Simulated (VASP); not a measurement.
# HBr (I4/mmm) in VASP: a series of runs

Runs on HBr. Level: LDA. Tasks: single point.

Program: VASP 6.6.1. These are calculated values, not measurements. Logs are shortened: lines on timing, memory, paths and dates and some standing lists are left out, and cuts for length are marked.

### 1 The cell of the first run

It takes space group I4/mmm (No. 139, tetragonal). Conventional cell: a = 4.843 Å, b = 4.843 Å, c = 3.330 Å, α = 90.00°, β = 90.00°, γ = 90.00°. Within 2.2 Å of H (site symmetry 4/mmm) lie 2 Br at 1.67 Å. Br (site symmetry 4/mmm) has 2 H at 1.67 Å within 2.2 Å.

### 2 Single point, LDA (19.53 Å³/atom)

File INCAR:

```
ALGO = Normal
EDIFF = 1E-6
ENCUT = 520
GGA = CA
ISIF = 2
ISMEAR = 0
LASPH = True
LCHARG = False
LREAL = False
LWAVE = False
NBANDS = 11
NELM = 80
PREC = Accurate
SIGMA = 0.01
```

File KPOINTS:

```
k-points
0
Gamma
  10 10 10
```

File POSCAR:

```
HBr
1.0
    0.0000000000      3.4247678528      3.4247737291
    1.6652280017      0.0000000000      3.4247737291
    1.6652280017      3.4247678528      0.0000000000
H Br
1 1
Direct
    0.0000000000      0.0000000000      0.0000000000
    0.5000000000      0.5000000000      0.5000000000
```

Potentials or basis: VASP PAW LDA potentials, release 64 (H, Br).

Launch:

```sh
> cat potpaw_LDA.64/H/POTCAR potpaw_LDA.64/Br/POTCAR > POTCAR
> mpirun -np 1 vasp_std > vasp.out
```

OUTCAR:

```text
EDIFF = 1E-6
   ENCUT = 520
   GGA = CA
   ISIF = 2
   ISMEAR = 0
   LASPH = True
   LREAL = False
   NELM = 80
   PREC = Accurate

 ion  position               nearest neighbor table
   1  0.000  0.000  0.000-   2 1.67   2 1.67
   2  0.500  0.500  0.500-   1 1.67   1 1.67

  LATTYP: Found a body centered tetragonal cell.
 ALAT       =     4.8433573006
 C/A-ratio  =     0.6876337624

  Lattice vectors:

 A1 = (   1.6652280017,   0.0000000000,   3.4247737291)
 A2 = (   1.6652280017,   0.0000000000,  -3.4247737291)
 A3 = (  -1.6652280017,   3.4247678528,   0.0000000000)

Analysis of symmetry for initial positions (statically):
=====================================================================
 Subroutine PRICEL returns:
 Original cell was already a primitive cell.

 Routine SETGRP: Setting up the symmetry group for a
 body centered tetragonal supercell.

 Subroutine GETGRP returns: Found 16 space group operations
 (whereof 16 operations were pure point group operations)
 out of a pool of 16 trial point group operations.

The static configuration has the point symmetry D_4h.

Analysis of symmetry for dynamics (positions and initial velocities):
=====================================================================
 Subroutine PRICEL returns:
 Original cell was already a primitive cell.

 Routine SETGRP: Setting up the symmetry group for a
 body centered tetragonal supercell.

 Subroutine GETGRP returns: Found 16 space group operations
 (whereof 16 operations were pure point group operations)
 out of a pool of 16 trial point group operations.

The dynamic configuration has the point symmetry D_4h.

 Subroutine INISYM returns: Found 16 space group operations
 (whereof 16 operations are pure point group operations),
 and found     1 'primitive' translations

----------------------------------------------------------------------------------------

                                     Primitive cell

  volume of cell :      39.0631

  direct lattice vectors                    reciprocal lattice vectors
     0.000000000  3.424767853  3.424773729    -0.300259183  0.145995297  0.145995047
     1.665228002  0.000000000  3.424773729     0.300259183 -0.145995297  0.145995047
     1.665228002  3.424767853  0.000000000     0.300259183  0.145995297 -0.145995047

  length of vectors
     4.843357301  3.808156955  3.808151670     0.364396429  0.364396429  0.364396429

[... 87 lines left out ...]
   ISYM   =      2    0-nonsym 1-usesym 2-fastsym
   POTIM  = 0.5000    time-step for ionic-motion
   TEBEG  =    0.0;   TEEND  =   0.0 temperature during run
   PSTRESS=    0.0 pullay stress
   NELECT =       8.0000    total number of electrons
   NUPDOWN=      -1.0000    fix difference up-down
   EMIN   =  10.00;   EMAX   =-10.00  energy-range for DOS
   EFERMI =   0.00;   METHOD = LEGACY
   ISMEAR =     0;   SIGMA  =   0.01  broadening in eV -4-tet -1-fermi 0-gaus
   EFERMI_NEDOS =   21; number of points for ismear=-14 and -15
   IALGO  =     38    algorithm
   IMIX   =      4    mixing-type and parameters
     AMIX     =   0.40;   BMIX     =  1.00
     AMIX_MAG =   1.60;   BMIX_MAG =  1.00
  volume/ion in A,a.u.               =      19.53       131.81
  Fermi-wavevector in a.u.,A,eV,Ry     =   0.964975  1.823538 12.669421  0.931176
  Thomas-Fermi vector in A             =   2.094652
   LORBIT       =      0    0 simple, 1 ext, 2 COOP (PROOUT), +10 PAW based schemes
   GGA     = CA    functional components
   LHFCALC =     F    Hartree Fock is set to
   AEXX    =    0.0000 exact exchange contribution
   IVDW    =     0    specifies the selected vdW correction
   LEPSILON=     F    determine dielectric tensor
   LRPA    =     F    only Hartree local field effects (RPA)
 non-spin polarized calculation
 Gauss-broadening in eV      SIGMA  =   0.01
  energy-cutoff  :      520.00
  volume of cell :       39.06
 maximum number of plane-waves:      1064
   NGX = 17   NGY = 15   NGZ = 15

 number of electron       8.0000001 magnetization

 Free energy of the ion-electron system (eV)
  ---------------------------------------------------
  ext. energy  EPLUGINS =         0.00000000
  ---------------------------------------------------
  free energy    TOTEN  =        -5.51917938 eV

  energy without entropy =       -5.51917938  energy(sigma->0) =       -5.51917938

 E-fermi :  -0.8413     XC(G=0):  -8.3047

 val. band max:       -0.9554363161   @ k =   0.5000   0.5000   0.0000
 cond. band min:      -0.1254317023   @ k =   0.0000   0.5000   0.5000
 fundamental gap:      0.8300046138
 Fermi energy:        -0.8412963954

 k-point     1 :       0.0000    0.0000    0.0000
  band No.  band energies     occupation
      1     -15.9234      2.00000
      2      -1.5869      2.00000
      3      -1.2177      2.00000
      4      -1.2177      2.00000
      5       0.5882      0.00000
      6       4.7772      0.00000
      7       8.5216      0.00000
      8      13.3148      0.00000
      9      13.3148      0.00000
     10      14.0012      0.00000
     11      14.0013      0.00000
[... 309 lines left out ...]
 k-point    24 :       0.4000    0.3000    0.0000
  band No.  band energies     occupation
      1     -15.5678      2.00000
      2      -3.4400      2.00000
      3      -3.2187      2.00000
      4      -1.0753      2.00000
      5       2.0789      0.00000
      6       7.4358      0.00000
      7       9.8056      0.00000
      8      10.7854      0.00000
      9      12.5958      0.00000
     10      15.0132      0.00000
     11      15.8924      0.00000

 [... further k-points ...]

------------------------ aborting loop because EDIFF is reached ----------------------------------------

  FORCE on cell =-STRESS in cart. coord.  units (eV):
  Direction    XX          YY          ZZ          XY          YZ          ZX
  --------------------------------------------------------------------------------------
  -------------------------------------------------------------------------------------
  Total        0.0787086      0.0333181      0.0333182      0.0000000      0.0000000      0.0000000
  in kB        3.2282411      1.3665435      1.3665481      0.0000000      0.0000000      0.0000000
  external PRESSURE =       1.9871109 kB  Pullay stress =       0.0000000 kB

 VOLUME and BASIS-vectors are now :
 -----------------------------------------------------------------------------
  energy-cutoff  :      520.00
  volume of cell :       39.06
      direct lattice vectors                 reciprocal lattice vectors
     0.000000000  3.424767853  3.424773729    -0.300259183  0.145995297  0.145995047
     1.665228002  0.000000000  3.424773729     0.300259183 -0.145995297  0.145995047
     1.665228002  3.424767853  0.000000000     0.300259183  0.145995297 -0.145995047

 POSITION                                       TOTAL-FORCE (eV/Angst)
 -----------------------------------------------------------------------------------
      0.00000      0.00000      0.00000        -0.000000      0.000000     -0.000000
      1.66523      3.42477      3.42477         0.000000      0.000000      0.000000
 -----------------------------------------------------------------------------------
    total drift:                                0.000000      0.000000      0.000000

  FREE ENERGIE OF THE ION-ELECTRON SYSTEM (eV)
  ---------------------------------------------------
  free  energy   TOTEN  =        -5.5191793828 eV

  energy  without entropy=       -5.5191793828  energy(sigma->0) =       -5.51917938
```

Wall time 20 s (1 thread of AMD EPYC 9R45 (Zen 5), shared host); peak memory 0.15 GiB.

Results:

```
Free energy            : -5.5192 eV
Pressure               : 0.2 GPa
Band gap on the k mesh : 0.83 eV (least direct gap 1.20 eV)
```

Stress tensor (GPa, compression positive):
```
0.32 0.00 0.00
0.00 0.14 0.00
0.00 0.00 0.14
```

### 3 Single point, LDA (20.33 Å³/atom)

This run uses another cell than the first one, of 20.33 Å³/atom.

File INCAR:

```
SYSTEM = HBr
PREC = Accurate
ENCUT = 520
EDIFF = 1E-6
ISMEAR = 0
SIGMA = 0.01
LREAL = .FALSE.
LASPH = .TRUE.
NELM = 80
ALGO = Normal
ISIF = 2
LWAVE = .FALSE.
LCHARG = .FALSE.
GGA = CA
NBANDS = 11
```

File KPOINTS:

```
regular mesh
0
G
  10 10 10
  0 0 0
```

File POSCAR:

```
HBr
1.0
    0.0000000000      3.4924892734      3.4924974563
    1.6666317212      0.0000000000      3.4924974563
    1.6666317212      3.4924892734      0.0000000000
H Br
1 1
Direct
    0.0000000000      0.0000000000      0.0000000000
    0.5000000000      0.5000000000      0.5000000000
```

Potentials or basis: VASP PAW LDA potentials, release 64 (H, Br).

Launch:

```sh
> cat potpaw_LDA.64/H/POTCAR potpaw_LDA.64/Br/POTCAR > POTCAR
> mpirun -np 1 vasp_std > vasp.out
```

It took 24 s on 1 thread of AMD EPYC 9R45 (Zen 5), shared host; peak memory 0.15 GiB.

The run converged. Its results:

* Free energy: -5.5193 eV
* Pressure: -0.1 GPa
* Band gap on the k mesh: 0.98 eV (least direct gap 1.32 eV)

Stress tensor (GPa, compression positive):
```
-0.02  0.00  0.00
 0.00 -0.19  0.00
 0.00  0.00 -0.19
```

Levels at points of the mesh, in eV from the valence-band top:
```csv
k point,band 1,band 2,band 3,band 4,band 5,band 6,band 7,band 8
"(0.00, 0.00, 0.00)",-14.80,-0.56,-0.25,-0.25,1.60,5.71,9.48,14.42
"(0.50, 0.00, 0.00)",-13.25,-7.47,-0.63,-0.47,6.69,7.91,11.98,12.99
"(0.50, 0.50, 0.00)",-14.52,-2.68,-0.78,-0.01,1.31,8.86,10.65,12.87
"(0.00, 0.50, 0.50)",-14.27,-2.09,-2.09,-1.03,0.98,6.50,14.24,14.24
```

A k mesh can miss the band edges.
